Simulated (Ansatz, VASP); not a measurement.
One calculation of AlN, two programs

File INCAR:

```
PREC = Accurate
ENCUT = 520
EDIFF = 1E-6
ISMEAR = 0
SIGMA = 0.05
LREAL = F
LASPH = T
NELM = 100
ALGO = Normal
ISIF = 2
LWAVE = F
LCHARG = T
GGA = PE
LELF = T
LVHAR = T
NBANDS = 26
```

KPOINTS

```
regular mesh
0
Gamma
  8 8 8
```

POSCAR

```
AlN
1.0
   -3.1302395627      0.0000000000      0.0000000000
    0.0000000000      5.4217339625      0.0000000000
    1.5651197814     -2.7108669813     -5.0179796546
Al N
4 4
Direct
    0.9995324668      0.3283016338      0.9990649337
    0.4987388157      0.8366363154      0.9974776313
    0.2504327517      0.9170283763      0.5008655035
    0.7478385308      0.4145762395      0.4956770615
    0.7949152317      0.1295777599      0.5898304634
    0.3218134858      0.6538176243      0.6436269716
    0.0583643588      0.7734472704      0.1167287175
    0.5583643588      0.1766147804      0.1167287175
```

Input for Ansatz:

```yaml
crystal:
  lattice:
    - [-3.1302395627, 0.0, 0.0]
    - [0.0, 5.4217339625, 0.0]
    - [1.5651197814, -2.7108669813, -5.0179796546]
  atoms:
    - { symbol: Al, position: [0.9995324668, 0.3283016338, 0.9990649337] }
    - { symbol: Al, position: [0.4987388157, 0.8366363154, 0.9974776313] }
    - { symbol: Al, position: [0.2504327517, 0.9170283763, 0.5008655035] }
    - { symbol: Al, position: [0.7478385308, 0.4145762395, 0.4956770615] }
    - { symbol: "N", position: [0.7949152317, 0.1295777599, 0.5898304634] }
    - { symbol: "N", position: [0.3218134858, 0.6538176243, 0.6436269716] }
    - { symbol: "N", position: [0.0583643588, 0.7734472704, 0.1167287175] }
    - { symbol: "N", position: [0.5583643588, 0.1766147804, 0.1167287175] }
basis:
  ecutwfc: 420
kpoints:
  mp_grid: { grid: [8, 8, 8] }
hamiltonian:
  xc: pbe
scf:
  occupations: { method: gaussian, width: 0.05 }
output:
  forces: true
  stress: true
  eigenvalues: true
```

Change from the starting cell: mode 23 (707.6 1/cm) frozen in, largest displacement +0.263 Å.

Alike in both runs: task single point; functional PBE; k mesh 8 × 8 × 8; occupations gaussian, width 0.05 eV; no spin polarisation.

```csv
,VASP,Ansatz
version,VASP 6.6.1,Ansatz 0.2.0
potentials or method,"VASP PAW PBE potentials, release 64 (Al, N), cutoff 520 eV","scalar-relativistic, plane waves, PAW"
valence electrons in the cell,32,32
```

|  | VASP | Ansatz | Ansatz less VASP |
| --- | --- | --- | --- |
| gap on the k mesh at the Fermi level (eV) | 3.43 | 3.43 | -0.004 |
| least direct gap on the mesh (eV) | 3.43 | 3.43 | -0.004 |
| pressure (GPa) | 7.5 | 7.6 | +0.13 |
| traceless stress, the component that is largest in VASP (GPa) | -5.04 | -4.99 | +0.052 |
| rms of the force components (eV/Å) | 2.694 | 2.680 | -0.0140 |

Atom by atom the forces differ by 0.016 eV/Å (rms over components).
